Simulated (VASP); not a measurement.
Input of a VASP 6.6.1 run:

The input INCAR:

```
SYSTEM = Fe
PREC = Accurate ; ENCUT = 520
EDIFF = 1E-7 ; ISMEAR = 1
SIGMA = 0.2 ; LREAL = .False.
LASPH = .True. ; NELM = 150
ALGO = Normal ; ISIF = 2
LWAVE = .False. ; LCHARG = .False.
ISPIN = 2 ; MAGMOM = -1.17
LORBIT = 11 ; LMAXMIX = 4
LDAU = .True. ; LDAUTYPE = 2
LDAUL = 2 ; LDAUU = 6.2
LDAUJ = 0 ; LDAUPRINT = 1
GGA = PE ; NBANDS = 14
```

KPOINTS

```
regular mesh
0
Gamma
  13 13 13
  0 0 0
```

The input POSCAR:

```
Fe
1.0
    2.4900254000      0.0000000000      0.0000000000
   -0.7801380910      2.3663768432      0.0000000000
   -0.8632580853     -1.1747585387      2.0397237108
Fe
1
Direct
    0.5000000000      0.0000000000      0.0000000000
```

Potentials or basis: VASP PAW PBE potentials, release 64 (Fe).

Run with:

```sh
$ cat potpaw_PBE.64/Fe/POTCAR > POTCAR
$ mpirun -np 1 vasp_std > vasp.out
```

Estimate the pressure.

16.2 GPa.

What does it give for the site moments?

Fe -3.14 μB.

Predict the net moment.

-2.97 μB per cell.

Stress tensor (GPa, compression positive):
```
17.68 -2.02  0.27
-2.02 16.04 -0.44
 0.27 -0.44 14.78
```

Caveat: the cell differs from its parent crystal (the cell strained at random); the cell stands under pressure; the U is typed as a test and isn't derived for this compound. The state reached can hang on the start; a lower one may exist.
